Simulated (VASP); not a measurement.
Wanted: the native input for a VASP 6.6.1 run.

| Item | Value |
| --- | --- |
| Task | relaxation of cell and atoms |
| Functional | PBE |
| Potentials or basis | VASP PAW PBE potentials, release 64 (Yb, Se) |
| Cutoff | 600 eV |
| k mesh | 8 × 8 × 8 |
| Occupations | gaussian, width 0.1 eV |
| Spin | no spin polarisation |
| Dipole correction | no |
| Further INCAR settings | ALGO = Normal; EDIFF = 1e-06; IBRION = 2; EDIFFG = -0.01; NSW = 100; ISIF = 3 |

The structure of YbSe4 lies in POSCAR:

```
YbSe4
1.0
    5.1759883600      0.0000000000      0.0000000000
    0.0000000000      5.1759883600      0.0000000000
    0.0000000000      0.0000000000      5.1759883600
Yb Se
1 4
Direct
    0.5000000000      0.5000000000      0.5000000000
    0.0000000000      0.0000000000      0.0000000000
    0.5000000000      0.5000000000      0.0000000000
    0.5000000000      0.0000000000      0.5000000000
    0.0000000000      0.5000000000      0.5000000000
```

The input as run:

INCAR

```
  PREC = Accurate
  ENCUT = 600
  EDIFF = 1E-6
  ISMEAR = 0
  SIGMA = 0.1
  LREAL = False
  LASPH = True
  NELM = 100
  ALGO = Normal
  ISIF = 3
  LWAVE = False
  LCHARG = False
  GGA = PE
  IBRION = 2
  NSW = 100
  EDIFFG = -0.01
```

KPOINTS

```
regular mesh
0
Gamma
  8 8 8
```

Potentials or basis: VASP PAW PBE potentials, release 64 (Yb, Se).

Command:

```console
$ cat potpaw_PBE.64/Yb/POTCAR potpaw_PBE.64/Se/POTCAR > POTCAR
$ mpirun -np 1 vasp_std > vasp.out
```

It gave:

The relaxed volume is 30.64 Å³/atom and the relaxed cell is a = 5.351 Å, b = 5.351 Å, c = 5.351 Å, α = 90.00°, β = 90.00°, γ = 90.00°. The space group after relaxing (to 0.05 Å) is Pm-3m (No. 221), the energy gained by relaxing is 31.5 meV/atom and the ionic steps are 7. The pressure after relaxing is 0.0 GPa. The band gap on the k mesh is zero (band 24 reaches 1.04 eV, above the bottom of band 25 at 0.62 eV).

Caveat: spin-orbit coupling is left out, which moves the levels of the heavy elements; without U or exact exchange the open f shell lies at the Fermi level, which spoils levels, moments and volumes.

Wall time 64 min on 1 thread of Intel(R) Xeon(R) Platinum 8488C (Sapphire Rapids), with other jobs on the host, peak memory 0.41 GiB.
